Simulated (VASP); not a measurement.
A run of VASP 6.6.1 is set up as follows.

Contents of POSCAR:

```
CuI
1.0
    0.0000000000      3.0315000000      3.0315000000
    3.0315000000      0.0000000000      3.0315000000
    3.0315000000      3.0315000000      0.0000000000
Cu I
1 1
Direct
    0.2500000000      0.2500000000      0.2500000000
    0.0000000000      0.0000000000      0.0000000000
```

The input INCAR.step1:

```
PREC = Accurate
ENCUT = 520
ISMEAR = 0
SIGMA = 0.01
LREAL = F
LASPH = T
NELM = 80
NBANDS = 16
GGA = PE
ALGO = Normal
EDIFF = 1E-4
LWAVE = T
LCHARG = F
```

File INCAR.step2:

```
PREC = Accurate
ENCUT = 520
EDIFF = 1E-6
ISMEAR = 0
SIGMA = 0.01
LREAL = F
LASPH = T
NELM = 80
ALGO = Normal
ISIF = 2
LWAVE = F
LCHARG = T
METAGGA = R2SCAN
LMIXTAU = T
LELF = T
LVHAR = T
NBANDS = 16
ISTART = 1
```

Contents of KPOINTS:

```
regular mesh
0
Gamma
  6 6 6
```

Potentials or basis: VASP PAW PBE potentials, release 64 (Cu, I).

Run with:

```sh
$ cat potpaw_PBE.64/Cu/POTCAR potpaw_PBE.64/I/POTCAR > POTCAR
$ cp INCAR.step1 INCAR
$ mpirun -np 1 vasp_std > vasp.out
$ cp INCAR.step2 INCAR
$ mpirun -np 1 vasp_std > vasp.out
```

(1) Predict the pressure.

(2) What does it give for the band gap on the k mesh?

Answers

(1) -0.9 GPa.

(2) 1.61 eV.

Caveat: the PAW data sets were made with another functional, which shifts forces and pressure a little; spin-orbit coupling is left out, which moves the levels of the heavy elements.
